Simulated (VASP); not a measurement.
A run of VASP 6.6.1 is set up as follows.

Contents of INCAR:

```
SYSTEM = MoS2
PREC     = Accurate       ! precision mode
ENCUT    = 520            ! plane-wave cutoff, eV
EDIFF    = 1E-7           ! SCF threshold, eV
ISMEAR   = -1             ! smearing method
SIGMA    = 0.05           ! smearing width, eV
LREAL    = .FALSE.        ! projectors in reciprocal space
LASPH    = .TRUE.         ! aspherical terms in the spheres
NELM     = 60             ! most SCF steps
ALGO     = Normal         ! electronic algorithm
ISIF     = 2              ! what is computed and relaxed
LWAVE    = .FALSE.        ! write WAVECAR
LCHARG   = .FALSE.        ! write CHGCAR
GGA      = RE             ! functional
IVDW     = 12             ! dispersion correction
NBANDS   = 20             ! bands
```

The input KPOINTS:

```
Automatic mesh
0
G
  9 9 4
  0 0 0
```

POSCAR

```
MoS2
1.0
    3.2699360711      0.0000000000      0.0000000000
   -1.6349680355      2.8318477062      0.0000000000
    0.0000000000      0.0000000000      6.3955418068
Mo S
1 2
Direct
    0.0000000000      0.0000000000      0.5000000000
    0.6666666667      0.3333333333      0.7446806800
    0.3333333333      0.6666666667      0.2553193200
```

Potentials or basis: VASP PAW PBE potentials, release 64 (Mo_sv, S).

Launch:

```console
$ cat potpaw_PBE.64/Mo_sv/POTCAR potpaw_PBE.64/S/POTCAR > POTCAR
$ mpirun -np 1 vasp_std > vasp.out
```

Task: Estimate the band gap on the k mesh.

Result: Zero (bands 13 and 14 overlap by 1.04 eV).

Task: Estimate the largest force.

Result: 0.287 eV/Å.

Stress tensor (GPa, compression positive):
```
-9.14  0.00  0.00
 0.00 -9.14  0.00
 0.00  0.00 -6.84
```

Caveat: the cell stands under tension; the PAW data sets were made with another functional, which shifts forces and pressure a little.
